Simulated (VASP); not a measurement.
# Ir (Pm-3m) in VASP: a series of runs

Runs on Ir. Level: PBE. Tasks: single point, relaxation of cell and atoms.

Everything below comes from runs of VASP 6.6.1. Logs are shortened: lines on timing, memory, paths and dates and some standing lists are left out, and cuts for length are marked.

## Step 1: The cell of the first run

It takes space group Pm-3m (No. 221, cubic). Conventional cell: a = 2.570 Å, b = 2.570 Å, c = 2.570 Å, α = 90.00°, β = 90.00°, γ = 90.00°. Ir (site symmetry m-3m) has 6 Ir at 2.57 Å within 3.4 Å.

## Step 2: Single point, PBE

Input file INCAR:

```
SYSTEM = Ir
ALGO = Normal
EDIFF = 1E-6
ENCUT = 520
GGA = PE
ISIF = 2
ISMEAR = 0
LASPH = .TRUE.
LCHARG = .FALSE.
LREAL = .FALSE.
LWAVE = .FALSE.
NBANDS = 10
NELM = 100
PREC = Accurate
SIGMA = 0.1
```

Input file KPOINTS:

```
k-points
0
G
  17 17 17
  0 0 0
```

Input file POSCAR:

```
Ir
1.0
    2.5698836614      0.0000000000      0.0000000000
    0.0000000000      2.5698836614      0.0000000000
    0.0000000000      0.0000000000      2.5698836614
Ir
1
Direct
    0.0000000000      0.0000000000      0.0000000000
```

Potentials or basis: VASP PAW PBE potentials, release 64 (Ir).

The run is started by

```sh
cat potpaw_PBE.64/Ir/POTCAR > POTCAR
mpirun -np 1 vasp_std > vasp.out
```

OUTCAR:

```text
SYSTEM = Ir
   EDIFF = 1E-6
   ENCUT = 520
   GGA = PE
   ISIF = 2
   ISMEAR = 0
   LASPH = .TRUE.
   LREAL = .FALSE.
   NELM = 100
   PREC = Accurate

 ion  position               nearest neighbor table
   1  0.000  0.000  0.000-

  LATTYP: Found a simple cubic cell.
 ALAT       =     2.5698836614

  Lattice vectors:

 A1 = (   2.5698836614,   0.0000000000,   0.0000000000)
 A2 = (   0.0000000000,   2.5698836614,   0.0000000000)
 A3 = (   0.0000000000,   0.0000000000,   2.5698836614)

Analysis of symmetry for initial positions (statically):
=====================================================================
 Subroutine PRICEL returns:
 Original cell was already a primitive cell.

 Routine SETGRP: Setting up the symmetry group for a
 simple cubic supercell.

 Subroutine GETGRP returns: Found 48 space group operations
 (whereof 48 operations were pure point group operations)
 out of a pool of 48 trial point group operations.

The static configuration has the point symmetry O_h .

Analysis of symmetry for dynamics (positions and initial velocities):
=====================================================================
 Subroutine PRICEL returns:
 Original cell was already a primitive cell.

 Routine SETGRP: Setting up the symmetry group for a
 simple cubic supercell.

 Subroutine GETGRP returns: Found 48 space group operations
 (whereof 48 operations were pure point group operations)
 out of a pool of 48 trial point group operations.

The dynamic configuration has the point symmetry O_h .

 Subroutine INISYM returns: Found 48 space group operations
 (whereof 48 operations are pure point group operations),
 and found     1 'primitive' translations

----------------------------------------------------------------------------------------

                                     Primitive cell

  volume of cell :      16.9723

  direct lattice vectors                    reciprocal lattice vectors
     2.569883661  0.000000000  0.000000000     0.389122673  0.000000000  0.000000000
     0.000000000  2.569883661  0.000000000     0.000000000  0.389122673  0.000000000
     0.000000000  0.000000000  2.569883661     0.000000000  0.000000000  0.389122673

  length of vectors
     2.569883661  2.569883661  2.569883661     0.389122673  0.389122673  0.389122673

  position of ions in fractional coordinates (direct lattice)
     0.000000000  0.000000000  0.000000000

  ion indices of the primitive-cell ions
   primitive index   ion index
                 1           1

----------------------------------------------------------------------------------------

 KPOINTS: k-points

Automatic generation of k-mesh.
 Grid dimensions read from file:
 generate k-points for:   17   17   17

 Generating k-lattice:

  Cartesian coordinates                     Fractional coordinates (reciprocal lattice)
     0.022889569  0.000000000  0.000000000     0.058823529  0.000000000  0.000000000
     0.000000000  0.022889569  0.000000000     0.000000000  0.058823529  0.000000000
     0.000000000  0.000000000  0.022889569     0.000000000  0.000000000  0.058823529

  Length of vectors
     0.022889569  0.022889569  0.022889569

  Shift w.r.t. Gamma in fractional coordinates (k-lattice)
     0.000000000  0.000000000  0.000000000

 Subroutine IBZKPT returns following result:
 ===========================================

 Found    165 irreducible k-points:

 Following reciprocal coordinates:
            Coordinates               Weight
  0.000000  0.000000  0.000000      1.000000
  0.058824  0.000000  0.000000      6.000000
  0.117647  0.000000  0.000000      6.000000
  0.176471  0.000000  0.000000      6.000000
  0.235294  0.000000  0.000000      6.000000
  0.294118  0.000000  0.000000      6.000000
[... 16 lines left out ...]
  0.411765  0.117647  0.000000     24.000000
  0.470588  0.117647  0.000000     24.000000
 [... further k-points ...]
   k-points           NKPTS =    165   k-points in BZ     NKDIM =    165   number of bands    NBANDS=     10
   number of dos      NEDOS =    301   number of ions     NIONS =      1
   total plane-waves  NPLWV =   8000
   dimension x,y,z NGX =    20 NGY =   20 NGZ =   20
   dimension x,y,z NGXF=    40 NGYF=   40 NGZF=   40
   ions per type =               1
   NGX,Y,Z   is equivalent  to a cutoff of  12.94, 12.94, 12.94 a.u.
   NGXF,Y,Z  is equivalent  to a cutoff of  25.88, 25.88, 25.88 a.u.
 SYSTEM =  Ir
   PREC   = accura    normal or accurate (medium, high low for compatibility)
   ISTART =      0    job   : 0-new  1-cont  2-samecut
   ICHARG =      2    charge: 1-file 2-atom 10-const
   ISPIN  =      1    spin polarized calculation?
   LNONCOLLINEAR =      F non collinear calculations
   LSORBIT =      F    spin-orbit coupling
   LASPH  =      T    aspherical Exc in radial PAW
   ENCUT  =  520.0 eV  38.22 Ry    6.18 a.u.   4.78  4.78  4.78*2*pi/ulx,y,z
   NELM   =    100;   NELMIN=  2; NELMDL= -5     # of ELM steps
   EDIFF  = 0.1E-05   stopping-criterion for ELM
   LREAL  =      F    real-space projection
   EDIFFG = 0.1E-04   stopping-criterion for IOM
   NSW    =      0    number of steps for IOM
   IBRION =     -1    ionic relax: 0-MD 1-quasi-New 2-CG
   NFREE  =      0    steps in history (QN), initial steepest desc. (CG)
   ISIF   =      2    stress and relaxation
   ISYM   =      2    0-nonsym 1-usesym 2-fastsym
   POTIM  = 0.5000    time-step for ionic-motion
   TEBEG  =    0.0;   TEEND  =   0.0 temperature during run
   PSTRESS=    0.0 pullay stress
   NELECT =       9.0000    total number of electrons
   NUPDOWN=      -1.0000    fix difference up-down
   EMIN   =  10.00;   EMAX   =-10.00  energy-range for DOS
   EFERMI =   0.00;   METHOD = LEGACY
   ISMEAR =     0;   SIGMA  =   0.10  broadening in eV -4-tet -1-fermi 0-gaus
   EFERMI_NEDOS =   21; number of points for ismear=-14 and -15
   IALGO  =     38    algorithm
   IMIX   =      4    mixing-type and parameters
     AMIX     =   0.40;   BMIX     =  1.00
     AMIX_MAG =   1.60;   BMIX_MAG =  1.00
  volume/ion in A,a.u.               =      16.97       114.53
  Fermi-wavevector in a.u.,A,eV,Ry     =   1.325080  2.504039 23.889624  1.755838
  Thomas-Fermi vector in A             =   2.454568
   LORBIT       =      0    0 simple, 1 ext, 2 COOP (PROOUT), +10 PAW based schemes
   GGA     = PE    functional components
   LHFCALC =     F    Hartree Fock is set to
   AEXX    =    0.0000 exact exchange contribution
   IVDW    =     0    specifies the selected vdW correction
   LEPSILON=     F    determine dielectric tensor
   LRPA    =     F    only Hartree local field effects (RPA)
 non-spin polarized calculation
 Gauss-broadening in eV      SIGMA  =   0.10
  energy-cutoff  :      520.00
  volume of cell :       16.97
 maximum number of plane-waves:       467
 NGX is ok and might be reduce to    20
   NGX =  9   NGY =  9   NGZ =  9

 number of electron       9.0000000 magnetization

 Free energy of the ion-electron system (eV)
  ---------------------------------------------------
  ext. energy  EPLUGINS =         0.00000000
  ---------------------------------------------------
  free energy    TOTEN  =        -7.86853836 eV

  energy without entropy =       -7.86230390  energy(sigma->0) =       -7.86542113

 E-fermi :   7.4245     XC(G=0): -12.7533

 val. band max:        7.4115554492   @ k =   0.2353   0.1765   0.0000
 cond. band min:       7.4313913154   @ k =   0.3529   0.2353   0.0588
 fundamental gap:      0.0198358662
 Fermi energy:         7.4244513237

 k-point     1 :       0.0000    0.0000    0.0000
  band No.  band energies     occupation
      1      -1.6529      2.00000
      2       1.5058      2.00000
      3       1.5058      2.00000
      4       8.7220      0.00000
      5       8.7220      0.00000
      6       8.7220      0.00000
      7      23.0306      0.00000
      8      23.0306      0.00000
      9      23.0306      0.00000
     10      28.9578      0.00000

 k-point     2 :       0.0588    0.0000    0.0000
  band No.  band energies     occupation
      1      -1.5454      2.00000
      2       1.5282      2.00000
      3       1.6089      2.00000
      4       8.6037      0.00000
      5       8.6037      0.00000
      6       8.7310      0.00000
      7      22.3034      0.00000
      8      23.2328      0.00000
      9      23.2328      0.00000
     10      29.4570      0.00000

 k-point     3 :       0.1176    0.0000    0.0000
  band No.  band energies     occupation
      1      -1.2418      2.00000
      2       1.5929      2.00000
      3       1.9232      2.00000
      4       8.2794      0.00000
      5       8.2794      0.00000
      6       8.7569      0.00000
      7      20.7568      0.00000
      8      23.8036      0.00000
      9      23.8036      0.00000
     10      29.6123      0.00000

 k-point     4 :       0.1765    0.0000    0.0000
  band No.  band energies     occupation
      1      -0.7943      2.00000
      2       1.6928      2.00000
      3       2.4589      2.00000
      4       7.8236      0.00000
      5       7.8236      0.00000
      6       8.7963      0.00000
      7      19.0416      0.00000
      8      24.6542      0.00000
      9      24.6542      0.00000
     10      28.1515      0.00000
[... 222 lines left out ...]
 k-point    22 :       0.3529    0.1176    0.0000
  band No.  band energies     occupation
      1       1.1086      2.00000
      2       2.4465      2.00000
      3       4.5512      2.00000
      4       6.5023      2.00000
      5       6.7330      2.00000
      6       8.5439      0.00000
      7      15.1587      0.00000
      8      24.2843      0.00000
      9      25.8741      0.00000
     10      28.7412      0.00000

 k-point    23 :       0.4118    0.1176    0.0000
  band No.  band energies     occupation
      1       1.4645      2.00000
      2       2.5741      2.00000
      3       4.5301      2.00000
      4       6.2209      2.00000
      5       7.4426      0.79716
      6       8.5835      0.00000
      7      14.0777      0.00000
      8      24.3351      0.00000
      9      26.0456      0.00000
     10      28.9335      0.00000

 k-point    24 :       0.4706    0.1176    0.0000
  band No.  band energies     occupation
      1       1.6626      2.00000
      2       2.6570      2.00000
      3       4.4137      2.00000
      4       6.0749      2.00000
      5       8.0506      0.00000
      6       8.6048      0.00000
      7      13.4126      0.00000
      8      24.1895      0.00000
      9      26.7048      0.00000
     10      27.6525      0.00000

 [... further k-points ...]
[... 5 lines left out ...]
  --------------------------------------------------------------------------------------
  -------------------------------------------------------------------------------------
  Total        0.0225088      0.0225088      0.0225088      0.0000000      0.0000000     -0.0000000
  in kB        2.1248196      2.1248196      2.1248196      0.0000000      0.0000000     -0.0000000
  external PRESSURE =       2.1248196 kB  Pullay stress =       0.0000000 kB

 VOLUME and BASIS-vectors are now :
 -----------------------------------------------------------------------------
  energy-cutoff  :      520.00
  volume of cell :       16.97
      direct lattice vectors                 reciprocal lattice vectors
     2.569883661  0.000000000  0.000000000     0.389122673  0.000000000  0.000000000
     0.000000000  2.569883661  0.000000000     0.000000000  0.389122673  0.000000000
     0.000000000  0.000000000  2.569883661     0.000000000  0.000000000  0.389122673

 POSITION                                       TOTAL-FORCE (eV/Angst)
 -----------------------------------------------------------------------------------
      0.00000      0.00000      0.00000         0.000000      0.000000      0.000000
 -----------------------------------------------------------------------------------
    total drift:                                0.000000      0.000000      0.000000

  FREE ENERGIE OF THE ION-ELECTRON SYSTEM (eV)
  ---------------------------------------------------
  free  energy   TOTEN  =        -7.8685383618 eV

  energy  without entropy=       -7.8623038966  energy(sigma->0) =       -7.86542113
```

Wall time 10 s (1 thread of Intel Xeon 6975P-C, shared host); peak memory 0.15 GiB.

What came out:

- Free energy: -7.8685 eV
- Pressure: 0.2 GPa

Caveat: spin-orbit coupling is left out, which moves the levels of the heavy elements.

(Continued in part 2 of 2.)
